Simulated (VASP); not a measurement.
A run of VASP 6.6.1 is set up as follows.

The input INCAR:

```
SYSTEM = CdTe
PREC = Accurate ; ENCUT = 520
EDIFF = 1E-7 ; ISMEAR = 0
SIGMA = 0.02 ; LREAL = .False.
LASPH = .True. ; NELM = 100
ALGO = Normal ; ISIF = 2
LWAVE = .False. ; LCHARG = .False.
GGA = PE ; NBANDS = 16
```

File KPOINTS:

```
regular mesh
0
Gamma
  10 10 10
  0 0 0
```

POSCAR

```
CdTe
1.0
    0.0000000000      3.2050000000      3.2050000000
    3.2050000000      0.0000000000      3.2050000000
    3.2050000000      3.2050000000      0.0000000000
Cd Te
1 1
Direct
    0.0000000000      0.0000000000      0.0000000000
    0.2500000000      0.2500000000      0.2500000000
```

Potentials or basis: VASP PAW PBE potentials, release 64 (Cd, Te).

Run with:

```bash
$ cat potpaw_PBE.64/Cd/POTCAR potpaw_PBE.64/Te/POTCAR > POTCAR
$ mpirun -np 1 vasp_std > vasp.out
```

(1) What does it give for the pressure?

(2) Predict the band gap on the k mesh.

Answers

(1) 4.4 GPa.

(2) 0.87 eV, direct.

Caveat: spin-orbit coupling is left out, which moves the levels of the heavy elements.
